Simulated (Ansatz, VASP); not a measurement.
## One calculation of WC, two programs

INCAR

```
SYSTEM = WC
PREC     = Accurate       ! precision mode
ENCUT    = 520            ! plane-wave cutoff, eV
EDIFF    = 1E-6           ! SCF threshold, eV
ISMEAR   = 0              ! smearing method
SIGMA    = 0.15           ! smearing width, eV
LREAL    = .False.        ! projectors in reciprocal space
LASPH    = .True.         ! aspherical terms in the spheres
NELM     = 100            ! most SCF steps
ALGO     = Normal         ! electronic algorithm
ISIF     = 2              ! what is computed and relaxed
LWAVE    = .False.        ! write WAVECAR
LCHARG   = .False.        ! write CHGCAR
GGA      = PE             ! functional
NBANDS   = 16             ! bands
```

The input KPOINTS:

```
regular mesh
0
Gamma
  18 18 16
  0 0 0
```

POSCAR

```
WC
1.0
    2.9005014360      0.0000000000      0.0000000000
   -1.4502507180      2.5119079273      0.0000000000
    0.0000000000      0.0000000000      2.8290000000
W C
1 1
Direct
    0.0000000000      0.0000000000      0.0000000000
    0.5632362748      0.3333333333      0.5000000000
```

Input for Ansatz:

```yaml
crystal:
  lattice:
    - [2.900501436, 0.0, 0.0]
    - [-1.450250718, 2.5119079273, 0.0]
    - [0.0, 0.0, 2.829]
  atoms:
    - { symbol: W, position: [0.0, 0.0, 0.0] }
    - { symbol: C, position: [0.5632362748, 0.3333333333, 0.5] }
basis:
  ecutwfc: 420
kpoints:
  mp_grid: { grid: [18, 18, 16] }
hamiltonian:
  xc: pbe
scf:
  occupations: { method: gaussian, width: 0.15 }
output:
  forces: true
  stress: true
  eigenvalues: true
```

Alike in both runs: task single point; functional PBE; k mesh 18 × 18 × 16; occupations gaussian, width 0.15 eV; no spin polarisation.

```csv
,VASP,Ansatz
version,VASP 6.6.1,Ansatz 0.2.0
potentials or method,"VASP PAW PBE potentials, release 64 (W_sv, C), cutoff 520 eV","scalar-relativistic, plane waves, PAW"
valence electrons in the cell,18,18
```

```csv
,VASP,Ansatz,Ansatz less VASP
gap on the k mesh at the Fermi level (eV),none,none,-
pressure (GPa),23.6,22.3,-1.25
"traceless stress, the component that is largest in VASP (GPa)",12.73,12.44,-0.284
rms of the force components (eV/Å),2.651,2.636,-0.0144
```

Atom by atom the forces differ by 0.015 eV/Å (rms over components). A gap of «none» marks a metal or a gap that the smearing closes.

Neither program's run includes spin-orbit coupling.
